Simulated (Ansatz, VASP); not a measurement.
**One calculation of TaN, two programs**

```
Ta N
1.0
     0.00000    2.17900    2.17900
     2.17900    0.00000    2.17900
     2.17900    2.17900    0.00000
Ta N
1 1
Direct
  0.52008 0.52008 0.47992
  0.00000 0.00000 0.00000
```

Change from the starting cell: all Ta atoms moved +0.087 Å, as atom 1 along Cartesian [0 0 1].

Alike in both runs: task single point; functional PBEsol; k mesh 18 × 18 × 18; occupations gaussian, width 0.15 eV; no spin polarisation.

|  | VASP | Ansatz |
| --- | --- | --- |
| version | VASP 6.6.1 | Ansatz 0.2.0 |
| potentials or method | VASP PAW PBE potentials, release 64 (Ta_sv_GW, N), cutoff 700 eV | scalar-relativistic, plane waves, PAW |
| valence electrons in the cell | 18 | 18 |

Ansatz gave:

```
gap on the k mesh at the Fermi level (eV)                     : none
pressure (GPa)                                                : 5.8
traceless stress, the component that is largest in VASP (GPa) : 2.75
rms of the force components (eV/Å)                            : 0.468
```

Estimate VASP's values.

gap on the k mesh at the Fermi level (eV): none; pressure (GPa): 5.9; traceless stress, the component that is largest in VASP (GPa): 2.77; rms of the force components (eV/Å): 0.472.

VASP's potentials were made for PBE, not for PBEsol. Atom by atom the forces differ by 0.004 eV/Å (rms over components). A gap of «none» marks a metal or a gap that the smearing closes. The functional is the same, so the differences come from potentials, cutoffs and numerics.

Spin-orbit coupling is off throughout.
